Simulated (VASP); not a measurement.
# NbH2 in VASP: further runs

NbH2 is run at these levels: PBE, PBEsol; tasks: single point.

Program: VASP 6.6.1. These are calculated values, not measurements. Logs are shortened: lines on timing, memory, paths and dates and some standing lists are left out, and cuts for length are marked.

### 1 The cell of the first run

The cell holds a sheet with vacuum, 3 atoms: a = 2.725 Å, b = 2.725 Å, c = 26.082 Å, α = 90.00°, β = 90.00°, γ = 90.00°.

### 2 Single point, PBE

Input file INCAR:

```
SYSTEM = NbH2
PREC     = Accurate       ! precision mode
ENCUT    = 520            ! plane-wave cutoff, eV
EDIFF    = 1E-6           ! SCF threshold, eV
ISMEAR   = 0              ! smearing method
SIGMA    = 0.1            ! smearing width, eV
LREAL    = .False.        ! projectors in reciprocal space
LASPH    = .True.         ! aspherical terms in the spheres
NELM     = 100            ! most SCF steps
ALGO     = Normal         ! electronic algorithm
ISIF     = 2              ! what is computed and relaxed
LWAVE    = .False.        ! write WAVECAR
LCHARG   = .True.         ! write CHGCAR
LDIPOL   = .True.       
IDIPOL   = 3            
DIPOL    = 0.5 0.5 0.299
GGA      = PE             ! functional
LELF     = .True.         ! ELF
LVHAR    = .True.       
LVACPOTAV= .True.       
NBANDS   = 14             ! bands
```

Input file KPOINTS:

```
Automatic mesh
0
Gamma
  16 16 1
  0 0 0
```

Input file POSCAR:

```
NbH2
1.0
    2.7245282953      0.0000000000      0.0000000000
    0.0000000000      2.7245282953      0.0000000000
    0.0000000000      0.0000000000     26.0815001600
Nb H
1 2
Direct
    0.5000000000      0.5000000000      0.3328547182
    0.0000000000      0.5000000000      0.2827343996
    0.5000000000      0.0000000000      0.2827343996
```

Potentials or basis: VASP PAW PBE potentials, release 64 (Nb_sv, H).

On the command line:

```
cat potpaw_PBE.64/Nb_sv/POTCAR potpaw_PBE.64/H/POTCAR > POTCAR
mpirun -np 1 vasp_std > vasp.out
```

OUTCAR:

```text
SYSTEM = NbH2
   PREC = Accurate
   ENCUT = 520
   EDIFF = 1E-6
   ISMEAR = 0
   LREAL = .False.
   LASPH = .True.
   NELM = 100
   ISIF = 2
   GGA = PE

 ion  position               nearest neighbor table
   1  0.500  0.500  0.333-   2 1.89   3 1.89   3 1.89   2 1.89
   2  0.000  0.500  0.283-   1 1.89   1 1.89
   3  0.500  0.000  0.283-   1 1.89   1 1.89

  LATTYP: Found a simple tetragonal cell.
 ALAT       =     2.7245282953
 C/A-ratio  =     9.5728498049

  Lattice vectors:

 A1 = (   2.7245282953,   0.0000000000,   0.0000000000)
 A2 = (   0.0000000000,   2.7245282953,   0.0000000000)
 A3 = (   0.0000000000,   0.0000000000,  26.0815001600)

Analysis of symmetry for initial positions (statically):
=====================================================================
 Subroutine PRICEL returns:
 Original cell was already a primitive cell.

 Routine SETGRP: Setting up the symmetry group for a
 simple tetragonal supercell.

 Subroutine GETGRP returns: Found  8 space group operations
 (whereof  8 operations were pure point group operations)
 out of a pool of 16 trial point group operations.

The static configuration has the point symmetry C_4v.

Analysis of symmetry for dynamics (positions and initial velocities):
=====================================================================
 Subroutine PRICEL returns:
 Original cell was already a primitive cell.

 Routine SETGRP: Setting up the symmetry group for a
 simple tetragonal supercell.

 Subroutine GETGRP returns: Found  8 space group operations
 (whereof  8 operations were pure point group operations)
 out of a pool of 16 trial point group operations.

The dynamic configuration has the point symmetry C_4v.

 Subroutine INISYM returns: Found  8 space group operations
 (whereof  8 operations are pure point group operations),
 and found     1 'primitive' translations

----------------------------------------------------------------------------------------

                                     Primitive cell

  volume of cell :     193.6044

  direct lattice vectors                    reciprocal lattice vectors
     2.724528295  0.000000000  0.000000000     0.367036012  0.000000000  0.000000000
     0.000000000  2.724528295  0.000000000     0.000000000  0.367036012  0.000000000
     0.000000000  0.000000000 26.081500160     0.000000000  0.000000000  0.038341353

  length of vectors
     2.724528295  2.724528295 26.081500160     0.367036012  0.367036012  0.038341353

  position of ions in fractional coordinates (direct lattice)
     0.500000000  0.500000000  0.332854718
     0.000000000  0.500000000  0.282734400
     0.500000000  0.000000000  0.282734400

  ion indices of the primitive-cell ions
   primitive index   ion index
                 1           1
                 2           2
                 3           3

----------------------------------------------------------------------------------------

 KPOINTS: Automatic mesh

Automatic generation of k-mesh.
 Grid dimensions read from file:
 generate k-points for:   16   16    1

 Generating k-lattice:

  Cartesian coordinates                     Fractional coordinates (reciprocal lattice)
     0.022939751  0.000000000  0.000000000     0.062500000  0.000000000  0.000000000
     0.000000000  0.022939751  0.000000000     0.000000000  0.062500000  0.000000000
     0.000000000  0.000000000  0.038341353     0.000000000  0.000000000  1.000000000

  Length of vectors
     0.022939751  0.022939751  0.038341353

  Shift w.r.t. Gamma in fractional coordinates (k-lattice)
     0.000000000  0.000000000  0.000000000

 Subroutine IBZKPT returns following result:
 ===========================================

 Found     45 irreducible k-points:

 Following reciprocal coordinates:
            Coordinates               Weight
  0.000000  0.000000  0.000000      1.000000
  0.062500  0.000000  0.000000      4.000000
  0.125000  0.000000  0.000000      4.000000
  0.187500  0.000000  0.000000      4.000000
  0.250000  0.000000  0.000000      4.000000
  0.312500  0.000000  0.000000      4.000000
[... 16 lines left out ...]
  0.437500  0.125000  0.000000      8.000000
  0.500000  0.125000  0.000000      4.000000
 [... further k-points ...]
   k-points           NKPTS =     45   k-points in BZ     NKDIM =     45   number of bands    NBANDS=     14
   number of dos      NEDOS =    301   number of ions     NIONS =      3
   total plane-waves  NPLWV =  78400
   dimension x,y,z NGX =    20 NGY =   20 NGZ =  196
   dimension x,y,z NGXF=    40 NGYF=   40 NGZF=  392
   ions per type =               1   2
   NGX,Y,Z   is equivalent  to a cutoff of  12.20, 12.20, 12.49 a.u.
   NGXF,Y,Z  is equivalent  to a cutoff of  24.41, 24.41, 24.99 a.u.
 SYSTEM =  NbH2
   PREC   = accura    normal or accurate (medium, high low for compatibility)
   ISTART =      0    job   : 0-new  1-cont  2-samecut
   ICHARG =      2    charge: 1-file 2-atom 10-const
   ISPIN  =      1    spin polarized calculation?
   LNONCOLLINEAR =      F non collinear calculations
   LSORBIT =      F    spin-orbit coupling
   LASPH  =      T    aspherical Exc in radial PAW
   ENCUT  =  520.0 eV  38.22 Ry    6.18 a.u.   5.07  5.07 48.49*2*pi/ulx,y,z
   NELM   =    100;   NELMIN=  2; NELMDL= -5     # of ELM steps
   EDIFF  = 0.1E-05   stopping-criterion for ELM
   LREAL  =      F    real-space projection
   EDIFFG = 0.1E-04   stopping-criterion for IOM
   NSW    =      0    number of steps for IOM
   IBRION =     -1    ionic relax: 0-MD 1-quasi-New 2-CG
   NFREE  =      0    steps in history (QN), initial steepest desc. (CG)
   ISIF   =      2    stress and relaxation
   ISYM   =      2    0-nonsym 1-usesym 2-fastsym
   POTIM  = 0.5000    time-step for ionic-motion
   TEBEG  =    0.0;   TEEND  =   0.0 temperature during run
   PSTRESS=    0.0 pullay stress
   NELECT =      15.0000    total number of electrons
   NUPDOWN=      -1.0000    fix difference up-down
   EMIN   =  10.00;   EMAX   =-10.00  energy-range for DOS
   EFERMI =   0.00;   METHOD = LEGACY
   ISMEAR =     0;   SIGMA  =   0.10  broadening in eV -4-tet -1-fermi 0-gaus
   EFERMI_NEDOS =   21; number of points for ismear=-14 and -15
   IALGO  =     38    algorithm
   IMIX   =      4    mixing-type and parameters
     AMIX     =   0.40;   BMIX     =  1.00
     AMIX_MAG =   1.60;   BMIX_MAG =  1.00
  volume/ion in A,a.u.               =      64.53       435.50
  Fermi-wavevector in a.u.,A,eV,Ry     =   0.697911  1.318861  6.627127  0.487080
  Thomas-Fermi vector in A             =   1.781369
   LORBIT       =      0    0 simple, 1 ext, 2 COOP (PROOUT), +10 PAW based schemes
   GGA     = PE    functional components
   LHFCALC =     F    Hartree Fock is set to
   AEXX    =    0.0000 exact exchange contribution
   IVDW    =     0    specifies the selected vdW correction
   LEPSILON=     F    determine dielectric tensor
   LRPA    =     F    only Hartree local field effects (RPA)
 non-spin polarized calculation
 Gauss-broadening in eV      SIGMA  =   0.10
  energy-cutoff  :      520.00
  volume of cell :      193.60
 maximum number of plane-waves:      5262
   NGX = 11   NGY = 11   NGZ = 97

 dipolmoment           0.000000      0.000000      0.000014 electrons x Angstroem

 number of electron      14.9999995 magnetization

 dipolmoment           0.000000      0.000000     -0.007930 electrons x Angstroem

 Free energy of the ion-electron system (eV)
  ---------------------------------------------------
  ext. energy  EPLUGINS =         0.00000000
  ---------------------------------------------------
  free energy    TOTEN  =       -15.31842578 eV

  energy without entropy =      -15.31565479  energy(sigma->0) =      -15.31704029

 E-fermi :  -3.3460     XC(G=0):  -2.1880

 val. band max:       -3.4754753292   @ k =   0.3125   0.1875   0.0000
 cond. band min:      -3.3206149221   @ k =   0.3750   0.1875   0.0000
 fundamental gap:      0.1548604071
 Fermi energy:        -3.3459535460

 k-point     1 :       0.0000    0.0000    0.0000
  band No.  band energies     occupation
      1     -58.2299      2.00000
      2     -34.3813      2.00000
      3     -33.5438      2.00000
      4     -33.5438      2.00000
      5     -10.7872      2.00000
      6      -6.9282      2.00000
      7      -6.0904      2.00000
      8      -3.6317      1.99995
      9      -0.5055      0.00000
     10      -0.5055      0.00000
     11       1.2282      0.00000
     12       1.4729      0.00000
     13       1.6152      0.00000
     14       1.8875      0.00000

 k-point     2 :       0.0625    0.0000    0.0000
  band No.  band energies     occupation
      1     -58.2231      2.00000
      2     -34.3740      2.00000
      3     -33.6021      2.00000
      4     -33.5390      2.00000
      5     -10.7110      2.00000
      6      -6.8515      2.00000
      7      -5.9955      2.00000
      8      -3.6449      1.99998
      9      -0.7829      0.00000
     10      -0.4851      0.00000
     11       1.3015      0.00000
     12       1.4521      0.00000
     13       1.5712      0.00000
     14       1.9660      0.00000

 k-point     3 :       0.1250    0.0000    0.0000
  band No.  band energies     occupation
      1     -58.2037      2.00000
      2     -34.3530      2.00000
      3     -33.7658      2.00000
      4     -33.5252      2.00000
      5     -10.4956      2.00000
      6      -6.6921      2.00000
      7      -5.6656      2.00000
      8      -3.7246      2.00000
      9      -1.2529      0.00000
     10      -0.4266      0.00000
     11       1.0205      0.00000
     12       1.5186      0.00000
     13       1.7990      0.00000
     14       2.2009      0.00000

 k-point     4 :       0.1875    0.0000    0.0000
  band No.  band energies     occupation
      1     -58.1745      2.00000
      2     -34.3218      2.00000
      3     -34.0047      2.00000
      4     -33.5047      2.00000
      5     -10.1732      2.00000
      6      -6.5826      2.00000
      7      -5.0586      2.00000
      8      -3.9342      2.00000
      9      -1.4802      0.00000
     10      -0.3379      0.00000
     11       0.4462      0.00000
     12       1.8667      0.00000
     13       2.1135      0.00000
     14       2.5921      0.00000

 k-point     5 :       0.2500    0.0000    0.0000
  band No.  band energies     occupation
      1     -58.1398      2.00000
      2     -34.3009      2.00000
      3     -34.2616      2.00000
      4     -33.4803      2.00000
      5      -9.7812      2.00000
      6      -6.6036      2.00000
      7      -4.2927      2.00000
      8      -4.1717      2.00000
      9      -1.3572      0.00000
     10      -0.2473      0.00000
     11      -0.1343      0.00000
[... 276 lines left out ...]
 k-point    22 :       0.3750    0.1250    0.0000
  band No.  band energies     occupation
      1     -58.0494      2.00000
      2     -34.7379      2.00000
      3     -34.1851      2.00000
      4     -33.6465      2.00000
      5      -8.7327      2.00000
      6      -6.7308      2.00000
      7      -3.9222      2.00000
      8      -3.5923      1.99951
      9      -1.8032      0.00000
     10      -1.0257      0.00000
     11       0.9993      0.00000
     12       3.0030      0.00000
     13       4.1256      0.00000
     14       4.8775      0.00000

 k-point    23 :       0.4375    0.1250    0.0000
  band No.  band energies     occupation
      1     -58.0294      2.00000
      2     -34.8803      2.00000
      3     -34.1636      2.00000
      4     -33.6312      2.00000
      5      -8.4145      2.00000
      6      -7.0151      2.00000
      7      -3.8195      2.00000
      8      -3.6196      1.99989
      9      -1.6089      0.00000
     10      -1.0521      0.00000
     11       1.2908      0.00000
     12       3.5926      0.00000
     13       4.8774      0.00000
     14       5.4756      0.00000

 k-point    24 :       0.5000    0.1250    0.0000
  band No.  band energies     occupation
      1     -58.0224      2.00000
      2     -34.9298      2.00000
      3     -34.1560      2.00000
      4     -33.6259      2.00000
      5      -8.2787      2.00000
      6      -7.1381      2.00000
      7      -3.7653      2.00000
      8      -3.6660      1.99999
      9      -1.4431      0.00000
     10      -1.1768      0.00000
     11       1.4130      0.00000
     12       4.1394      0.00000
     13       4.7755      0.00000
     14       5.6195      0.00000

 [... further k-points ...]

------------------------ aborting loop because EDIFF is reached ----------------------------------------

  FORCE on cell =-STRESS in cart. coord.  units (eV):
  Direction    XX          YY          ZZ          XY          YZ          ZX
  --------------------------------------------------------------------------------------
  -------------------------------------------------------------------------------------
  Total        0.1230996      0.1230996     -0.0230004      0.0000000      0.0000000      0.0000000
  in kB        1.0187133      1.0187133     -0.1903406      0.0000000      0.0000000      0.0000000
  external PRESSURE =       0.6156953 kB  Pullay stress =       0.0000000 kB

 VOLUME and BASIS-vectors are now :
 -----------------------------------------------------------------------------
  energy-cutoff  :      520.00
  volume of cell :      193.60
      direct lattice vectors                 reciprocal lattice vectors
     2.724528295  0.000000000  0.000000000     0.367036012  0.000000000  0.000000000
     0.000000000  2.724528295  0.000000000     0.000000000  0.367036012  0.000000000
     0.000000000  0.000000000 26.081500160     0.000000000  0.000000000  0.038341353

 POSITION                                       TOTAL-FORCE (eV/Angst)
 -----------------------------------------------------------------------------------
      1.36226      1.36226      8.68135         0.000000     -0.000000      0.010008
      0.00000      1.36226      7.37414        -0.000000      0.000000     -0.005004
      1.36226      0.00000      7.37414        -0.000000     -0.000000     -0.005004
 -----------------------------------------------------------------------------------
    total drift:                                0.000000      0.000000     -0.000170

  FREE ENERGIE OF THE ION-ELECTRON SYSTEM (eV)
  ---------------------------------------------------
  free  energy   TOTEN  =       -15.3184257838 eV

  energy  without entropy=      -15.3156547929  energy(sigma->0) =      -15.31704029

 vacuum level on the upper side and lower side of the slab         1.695         1.887
```

Run time: 2.4 min. Hardware: 1 thread of AMD EPYC 7R13 (Zen 3), shared host; peak memory 0.3 GiB.

Results:

```yaml
Free_energy: -15.3184 eV
Largest_force: 0.010 eV/Å
```

Forces on the atoms (eV/Å):
```
Nb   0.000  0.000  0.010
H    0.000  0.000 -0.005
H    0.000  0.000 -0.005
```

### 3 Single point, PBE

This run uses another cell than the first one, of 64.95 Å³/atom, 1.006 times its volume.

Input file INCAR:

```
ALGO = Normal
DIPOL = 0.5 0.5 0.299
EDIFF = 1E-6
ENCUT = 520
GGA = PE
IDIPOL = 3
ISIF = 2
ISMEAR = 0
LASPH = True
LCHARG = False
LDIPOL = True
LREAL = False
LWAVE = False
NBANDS = 14
NELM = 60
PREC = Accurate
SIGMA = 0.1
```

Input file KPOINTS:

```
k-points
0
Gamma
  16 16 1
```

Input file POSCAR:

```
NbH2
1.0
    2.7331806158      0.0000000000      0.0000000000
    0.0000000000      2.7331806158      0.0000000000
    0.0000000000      0.0000000000     26.0815001600
Nb H
1 2
Direct
    0.5000000000      0.5000000000      0.3328008888
    0.0000000000      0.5000000000      0.2827613143
    0.5000000000      0.0000000000      0.2827613143
```

Potentials or basis: VASP PAW PBE potentials, release 64 (Nb_sv, H).

On the command line:

```
cat potpaw_PBE.64/Nb_sv/POTCAR potpaw_PBE.64/H/POTCAR > POTCAR
mpirun -np 1 vasp_std > vasp.out
```

It took 2.5 min on 1 thread of AMD EPYC 7R13 (Zen 3), shared host; peak memory 0.3 GiB.

Results (log left out):

| Quantity | Value |
| --- | --- |
| Free energy | -15.3188 eV |
| Largest force | 0.008 eV/Å |

Forces in eV/Å, atoms in the order of the input:
```
Nb   0.000  0.000 -0.008
H    0.000  0.000  0.004
H    0.000  0.000  0.004
```

Levels at points of the mesh, in eV from the Fermi level:
```csv
k point,band 5,band 6,band 7,band 8,band 9,band 10
"(0.00, 0.00, 0.00)",-7.41,-3.57,-2.72,-0.28,2.80,2.80
"(0.50, 0.00, 0.00)",-5.06,-4.14,-0.83,0.62,1.87,3.23
"(0.50, 0.50, 0.00)",-3.70,-3.70,-3.55,1.94,3.53,3.53
```

(Part 1 of 2 ends here.)
